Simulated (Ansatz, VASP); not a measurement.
**Re: VASP beside Ansatz**

INCAR

```
PREC = Accurate ; ENCUT = 520
EDIFF = 1E-7 ; ISMEAR = 0
SIGMA = 1.0 ; LREAL = False
LASPH = True ; NELM = 60
ALGO = Normal ; ISIF = 2
LWAVE = False ; LCHARG = False
GGA = PE ; NBANDS = 14
```

File KPOINTS:

```
Automatic mesh
0
Gamma
  13 13 7
```

File POSCAR:

```
Re
1.0
    2.7768706464      0.0000000000      0.0000000000
   -1.3884353232      2.4048405228      0.0000000000
    0.0000000000      0.0000000000      4.4788142384
Re
2
Direct
    0.3333333333      0.6666666667      0.2500000000
    0.6666666667      0.3333333333      0.7500000000
```

Input for Ansatz:

```yaml
crystal:
  lattice:
    - [2.7768706464, 0.0, 0.0]
    - [-1.3884353232, 2.4048405228, 0.0]
    - [0.0, 0.0, 4.4788142384]
  atoms:
    - { symbol: Re, position: [0.3333333333, 0.6666666667, 0.25] }
    - { symbol: Re, position: [0.6666666667, 0.3333333333, 0.75] }
hamiltonian:
  xc: pbe
  pseudopotentials:
    kind: paw
    azcp:
      Re: "pseudopotentials/Re.paw.azcp"
basis:
  ecutwfc: 420
  fft_grid_basis: typed
kpoints:
  mp_grid: { grid: [13, 13, 7], shift: [0, 0, 0] }
magnetization:
  spin_polarized: false
scf:
  occupations: { method: gaussian, width: 1.0 }
  lower_state_search: "off"
output:
  stress: true
```

Alike in both runs: task single point; functional PBE; k mesh 13 × 13 × 7; occupations gaussian, width 1 eV; no spin polarisation.

|  | VASP | Ansatz |
| --- | --- | --- |
| version | VASP 6.6.1 | Ansatz 0.2.0 |
| potentials or method | VASP PAW PBE potentials, release 64 (Re), cutoff 520 eV | plane waves (420 eV) with PAW, scalar-relativistic |
| valence electrons in the cell | 14 | 30 |

```tsv
	VASP	Ansatz	Ansatz less VASP
pressure (GPa)	2.3	2.7	+0.42
traceless stress, the component that is largest in VASP (GPa)	-1.46	-1.37	+0.088
```

The functional is the same, so the differences come from potentials, cutoffs and numerics. VASP's potentials hold 14 valence electrons a cell and Ansatz's 30, so a difference there can come from the potentials and not from the codes.

Spin-orbit coupling is off throughout.
